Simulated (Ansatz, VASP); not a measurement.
## SnSe: VASP beside Ansatz

INCAR

```
PREC     = Accurate       # precision mode
ENCUT    = 520            # plane-wave cutoff, eV
EDIFF    = 1E-7           # SCF threshold, eV
ISMEAR   = -1             # smearing method
SIGMA    = 0.08           # smearing width, eV
LREAL    = F              # projectors in reciprocal space
LASPH    = T              # aspherical terms in the spheres
NELM     = 100            # most SCF steps
ALGO     = Normal         # electronic algorithm
ISIF     = 2              # what is computed and relaxed
LWAVE    = F              # write WAVECAR
LCHARG   = F              # write CHGCAR
GGA      = PE             # functional
NBANDS   = 17             # bands
```

The input KPOINTS:

```
regular mesh
0
Gamma
  14 14 14
```

The input POSCAR:

```
SnSe
1.0
    3.5269609668      0.0000000000      0.0000000000
    0.0000000000      3.5269609668      0.0000000000
    0.0000000000      0.0000000000      3.5269609668
Sn Se
1 1
Direct
    0.0000000000      0.0000000000      0.0000000000
    0.5000000000      0.5000000000      0.5000000000
```

Input for Ansatz:

```yaml
crystal:
  lattice:
    - [3.5269609668, 0.0, 0.0]
    - [0.0, 3.5269609668, 0.0]
    - [0.0, 0.0, 3.5269609668]
  atoms:
    - { symbol: Sn, position: [0.0, 0.0, 0.0] }
    - { symbol: Se, position: [0.5, 0.5, 0.5] }
kpoints:
  mp_grid: { grid: [14, 14, 14] }
scf:
  occupations: { method: fermi_dirac, width: 0.08 }
hamiltonian:
  xc: pbe
  pseudopotentials: { kind: all_electron, lapw: { basis_error: 0.001 } }
output:
  forces: true
  stress: true
  eigenvalues: true
  populations: true
```

Change from the starting cell: volume scaled by 0.88, LAPW.

Alike in both runs: task single point; functional PBE; k mesh 14 × 14 × 14; occupations fermi-dirac, width 0.08 eV; no spin polarisation.

```csv
,VASP,Ansatz
version,VASP 6.6.1,Ansatz 0.2.0
potentials or method,"VASP PAW PBE potentials, release 64 (Sn_d, Se), cutoff 520 eV","all-electron LAPW, scalar-relativistic"
```

|  | VASP | Ansatz | Ansatz less VASP |
| --- | --- | --- | --- |
| pressure (GPa) | 8.0 | 8.0 | -0.02 |

Ansatz ran all-electron here, and VASP with PAW potentials.
